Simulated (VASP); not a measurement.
# Cr (I4/mmm) in VASP: notebook

Runs on Cr. Level: PBEsol. Tasks: single point.

All numbers are computed with VASP 6.6.1; they aren't measurements. Logs are shortened: lines on timing, memory, paths and dates and some standing lists are left out, and cuts for length are marked.

### 1 The cell of the first run

The structure is tetragonal, space group I4/mmm (No. 139). The conventional cell has a = 2.884 Å, b = 2.884 Å, c = 2.740 Å, α = 90.00°, β = 90.00°, γ = 90.00°. Within 3.2 Å of Cr (site symmetry 4/mmm) lie 14 Cr at 2.46 to 2.88 Å.

### 2 Single point, PBEsol (strain -0.0500 x Voigt [1, 0, 0, 0, 0, 0])

INCAR

```
PREC = Accurate
ENCUT = 520
EDIFF = 1E-7
ISMEAR = 0
SIGMA = 0.15
LREAL = False
LASPH = True
NELM = 80
ALGO = Fast
ISIF = 2
LWAVE = False
LCHARG = False
GGA = PS
NBANDS = 12
```

KPOINTS

```
regular mesh
0
Gamma
  24 24 24
```

POSCAR

```
Cr
1.0
   -1.3698525000      1.4419500000      1.4419500000
    1.3698525000     -1.4419500000      1.4419500000
    1.3698525000      1.4419500000     -1.4419500000
Cr
1
Direct
    0.0000000000      0.0000000000      0.0000000000
```

Potentials or basis: VASP PAW PBE potentials, release 64 (Cr_pv).

Command:

```console
$ cat potpaw_PBE.64/Cr_pv/POTCAR > POTCAR
$ mpirun -np 1 vasp_std > vasp.out
```

OUTCAR:

```text
PREC = Accurate
   ENCUT = 520
   EDIFF = 1E-7
   ISMEAR = 0
   LREAL = False
   LASPH = True
   NELM = 80
   ISIF = 2
   GGA = PS

 ion  position               nearest neighbor table
   1  0.000  0.000  0.000-

  LATTYP: Found a body centered tetragonal cell.
 ALAT       =     2.8839000000
 C/A-ratio  =     0.9500000000

  Lattice vectors:

 A1 = (  -1.3698525000,   1.4419500000,  -1.4419500000)
 A2 = (  -1.3698525000,  -1.4419500000,   1.4419500000)
 A3 = (   1.3698525000,   1.4419500000,   1.4419500000)

Analysis of symmetry for initial positions (statically):
=====================================================================
 Subroutine PRICEL returns:
 Original cell was already a primitive cell.

 Routine SETGRP: Setting up the symmetry group for a
 body centered tetragonal supercell.

 Subroutine GETGRP returns: Found 16 space group operations
 (whereof 16 operations were pure point group operations)
 out of a pool of 16 trial point group operations.

The static configuration has the point symmetry D_4h.

Analysis of symmetry for dynamics (positions and initial velocities):
=====================================================================
 Subroutine PRICEL returns:
 Original cell was already a primitive cell.

 Routine SETGRP: Setting up the symmetry group for a
 body centered tetragonal supercell.

 Subroutine GETGRP returns: Found 16 space group operations
 (whereof 16 operations were pure point group operations)
 out of a pool of 16 trial point group operations.

The dynamic configuration has the point symmetry D_4h.

 Subroutine INISYM returns: Found 16 space group operations
 (whereof 16 operations are pure point group operations),
 and found     1 'primitive' translations

----------------------------------------------------------------------------------------

                                     Primitive cell

  volume of cell :      11.3929

  direct lattice vectors                    reciprocal lattice vectors
    -1.369852500  1.441950000  1.441950000     0.000000000  0.346752661  0.346752661
     1.369852500 -1.441950000  1.441950000     0.365002801  0.000000000  0.346752661
     1.369852500  1.441950000 -1.441950000     0.365002801  0.346752661  0.000000000

  length of vectors
     2.456610567  2.456610567  2.456610567     0.490382316  0.503452533  0.503452533

  position of ions in fractional coordinates (direct lattice)
     0.000000000  0.000000000  0.000000000

  ion indices of the primitive-cell ions
   primitive index   ion index
                 1           1

----------------------------------------------------------------------------------------

 KPOINTS: regular mesh

Automatic generation of k-mesh.
 Grid dimensions read from file:
 generate k-points for:   24   24   24

 Generating k-lattice:

  Cartesian coordinates                     Fractional coordinates (reciprocal lattice)
     0.000000000  0.014448028  0.014448028     0.041666667  0.000000000  0.000000000
     0.015208450  0.000000000  0.014448028    -0.000000000  0.041666667  0.000000000
     0.015208450  0.014448028  0.000000000    -0.000000000  0.000000000  0.041666667

  Length of vectors
     0.020432597  0.020977189  0.020977189

  Shift w.r.t. Gamma in fractional coordinates (k-lattice)
     0.000000000  0.000000000  0.000000000

 Subroutine IBZKPT returns following result:
 ===========================================

 Found   1063 irreducible k-points:

 Following reciprocal coordinates:
            Coordinates               Weight
  0.000000  0.000000  0.000000      1.000000
  0.041667  0.000000  0.000000      4.000000
  0.083333  0.000000  0.000000      4.000000
  0.125000  0.000000  0.000000      4.000000
  0.166667  0.000000  0.000000      4.000000
  0.208333  0.000000  0.000000      4.000000
[... 16 lines left out ...]
  0.375000  0.041667  0.000000     16.000000
  0.416667  0.041667  0.000000     16.000000
 [... further k-points ...]
   k-points           NKPTS =   1063   k-points in BZ     NKDIM =   1063   number of bands    NBANDS=     12
   number of dos      NEDOS =    301   number of ions     NIONS =      1
   total plane-waves  NPLWV =   5832
   dimension x,y,z NGX =    18 NGY =   18 NGZ =   18
   dimension x,y,z NGXF=    36 NGYF=   36 NGZF=   36
   ions per type =               1
   NGX,Y,Z   is equivalent  to a cutoff of  12.18, 12.18, 12.18 a.u.
   NGXF,Y,Z  is equivalent  to a cutoff of  24.36, 24.36, 24.36 a.u.
 SYSTEM =  unknown system
   PREC   = accura    normal or accurate (medium, high low for compatibility)
   ISTART =      0    job   : 0-new  1-cont  2-samecut
   ICHARG =      2    charge: 1-file 2-atom 10-const
   ISPIN  =      1    spin polarized calculation?
   LNONCOLLINEAR =      F non collinear calculations
   LSORBIT =      F    spin-orbit coupling
   LASPH  =      T    aspherical Exc in radial PAW
   ENCUT  =  520.0 eV  38.22 Ry    6.18 a.u.   4.57  4.57  4.57*2*pi/ulx,y,z
   NELM   =     80;   NELMIN=  2; NELMDL= -5     # of ELM steps
   EDIFF  = 0.1E-06   stopping-criterion for ELM
   LREAL  =      F    real-space projection
   EDIFFG = 0.1E-05   stopping-criterion for IOM
   NSW    =      0    number of steps for IOM
   IBRION =     -1    ionic relax: 0-MD 1-quasi-New 2-CG
   NFREE  =      0    steps in history (QN), initial steepest desc. (CG)
   ISIF   =      2    stress and relaxation
   ISYM   =      2    0-nonsym 1-usesym 2-fastsym
   POTIM  = 0.5000    time-step for ionic-motion
   TEBEG  =    0.0;   TEEND  =   0.0 temperature during run
   PSTRESS=    0.0 pullay stress
   NELECT =      12.0000    total number of electrons
   NUPDOWN=      -1.0000    fix difference up-down
   EMIN   =  10.00;   EMAX   =-10.00  energy-range for DOS
   EFERMI =   0.00;   METHOD = LEGACY
   ISMEAR =     0;   SIGMA  =   0.15  broadening in eV -4-tet -1-fermi 0-gaus
   EFERMI_NEDOS =   21; number of points for ismear=-14 and -15
   IALGO  =     68    algorithm
   IMIX   =      4    mixing-type and parameters
     AMIX     =   0.40;   BMIX     =  1.00
     AMIX_MAG =   1.60;   BMIX_MAG =  1.00
  volume/ion in A,a.u.               =      11.39        76.88
  Fermi-wavevector in a.u.,A,eV,Ry     =   1.665676  3.147671 37.749042  2.774476
  Thomas-Fermi vector in A             =   2.752005
   LORBIT       =      0    0 simple, 1 ext, 2 COOP (PROOUT), +10 PAW based schemes
   GGA     = PS    functional components
   LHFCALC =     F    Hartree Fock is set to
   AEXX    =    0.0000 exact exchange contribution
   IVDW    =     0    specifies the selected vdW correction
   LEPSILON=     F    determine dielectric tensor
   LRPA    =     F    only Hartree local field effects (RPA)
 non-spin polarized calculation
 RMM-DIIS sequential band-by-band and
 Gauss-broadening in eV      SIGMA  =   0.15
  energy-cutoff  :      520.00
  volume of cell :       11.39
 maximum number of plane-waves:       321
   NGX =  9   NGY =  9   NGZ =  9

 number of electron      12.0000003 magnetization

 Free energy of the ion-electron system (eV)
  ---------------------------------------------------
  ext. energy  EPLUGINS =         0.00000000
  ---------------------------------------------------
  free energy    TOTEN  =       -10.21858648 eV

  energy without entropy =      -10.21091685  energy(sigma->0) =      -10.21475167

 E-fermi :  11.0308     XC(G=0): -13.9142

 val. band max:       11.0296469844   @ k =   0.3333  -0.1667   0.1667
 cond. band min:      11.0313445336   @ k =  -0.4583   0.4583   0.2917
 fundamental gap:      0.0016975492
 Fermi energy:        11.0307877020

 k-point     1 :       0.0000    0.0000    0.0000
  band No.  band energies     occupation
      1     -31.5470      2.00000
      2     -31.5470      2.00000
      3     -31.5160      2.00000
      4       3.0890      2.00000
      5       9.8134      2.00000
      6      10.2633      2.00000
      7      10.2633      2.00000
      8      11.9019      0.00000
      9      12.3714      0.00000
     10      18.1201      0.00000
     11      33.0320      0.00000
     12      33.0321      0.00000

 k-point     2 :       0.0417    0.0000    0.0000
  band No.  band energies     occupation
      1     -31.5643      2.00000
      2     -31.5467      2.00000
      3     -31.5208      2.00000
      4       3.1641      2.00000
      5       9.8135      2.00000
      6      10.2369      2.00000
      7      10.3142      2.00000
      8      11.8669      0.00000
      9      12.3680      0.00000
     10      18.1200      0.00000
     11      32.8640      0.00000
     12      33.0357      0.00000

 k-point     3 :       0.0833    0.0000    0.0000
  band No.  band energies     occupation
      1     -31.6150      2.00000
      2     -31.5459      2.00000
      3     -31.5348      2.00000
      4       3.3859      2.00000
      5       9.8093      2.00000
      6      10.1600      2.00000
      7      10.4649      2.00000
      8      11.7737      0.00000
      9      12.3586      0.00000
     10      18.1200      0.00000
     11      32.3560      0.00000
     12      33.0155      0.00000
[... 286 lines left out ...]
 k-point    23 :       0.3750    0.0417    0.0000
  band No.  band energies     occupation
      1     -32.4195      2.00000
      2     -31.7694      2.00000
      3     -31.5394      2.00000
      4       6.5508      2.00000
      5       9.0062      2.00000
      6      10.6356      1.99981
      7      11.8237      0.00000
      8      12.4002      0.00000
      9      13.5523      0.00000
     10      18.1188      0.00000
     11      22.4601      0.00000
     12      29.1618      0.00000

 k-point    24 :       0.4167    0.0417    0.0000
  band No.  band energies     occupation
      1     -32.4793      2.00000
      2     -31.7877      2.00000
      3     -31.5384      2.00000
      4       6.5834      2.00000
      5       8.9251      2.00000
      6      11.1488      0.26600
      7      11.8679      0.00000
      8      12.4629      0.00000
      9      13.8705      0.00000
     10      18.1182      0.00000
     11      21.4299      0.00000
     12      28.8368      0.00000

 [... further k-points ...]

------------------------ aborting loop because EDIFF is reached ----------------------------------------

  FORCE on cell =-STRESS in cart. coord.  units (eV):
  Direction    XX          YY          ZZ          XY          YZ          ZX
  --------------------------------------------------------------------------------------
  -------------------------------------------------------------------------------------
  Total        0.4856810     -0.8622318     -0.8622318      0.0000000      0.0000000      0.0000000
  in kB       68.3010647   -121.2552188   -121.2552188      0.0000000      0.0000000      0.0000000
  external PRESSURE =     -58.0697910 kB  Pullay stress =       0.0000000 kB

 VOLUME and BASIS-vectors are now :
 -----------------------------------------------------------------------------
  energy-cutoff  :      520.00
  volume of cell :       11.39
      direct lattice vectors                 reciprocal lattice vectors
    -1.369852500  1.441950000  1.441950000     0.000000000  0.346752661  0.346752661
     1.369852500 -1.441950000  1.441950000     0.365002801  0.000000000  0.346752661
     1.369852500  1.441950000 -1.441950000     0.365002801  0.346752661  0.000000000

 POSITION                                       TOTAL-FORCE (eV/Angst)
 -----------------------------------------------------------------------------------
      0.00000      0.00000      0.00000         0.000000     -0.000000      0.000000
 -----------------------------------------------------------------------------------
    total drift:                                0.000000      0.000000      0.000000

  FREE ENERGIE OF THE ION-ELECTRON SYSTEM (eV)
  ---------------------------------------------------
  free  energy   TOTEN  =       -10.2185864794 eV

  energy  without entropy=      -10.2109168534  energy(sigma->0) =      -10.21475167
```

Wall time 59 s (1 thread of Intel Xeon 6975P-C (Granite Rapids), shared host); peak memory 0.24 GiB.

Results:

```
Free energy            : -10.2186 eV
Pressure               : -5.8 GPa
Band gap on the k mesh : zero (band 6 reaches 13.51 eV, above the bottom of band 7 at 10.17 eV)
```

Stress tensor (GPa, compression positive):
```
  6.83   0.00   0.00
  0.00 -12.13   0.00
  0.00   0.00 -12.13
```

Caveat: the cell differs from its parent crystal (strain -0.0500 x Voigt [1, 0, 0, 0, 0, 0]); the PAW data sets were made with another functional, which shifts forces and pressure a little; the run has no spin polarisation, though such a crystal can be magnetic.

[end of part 1 of 2]
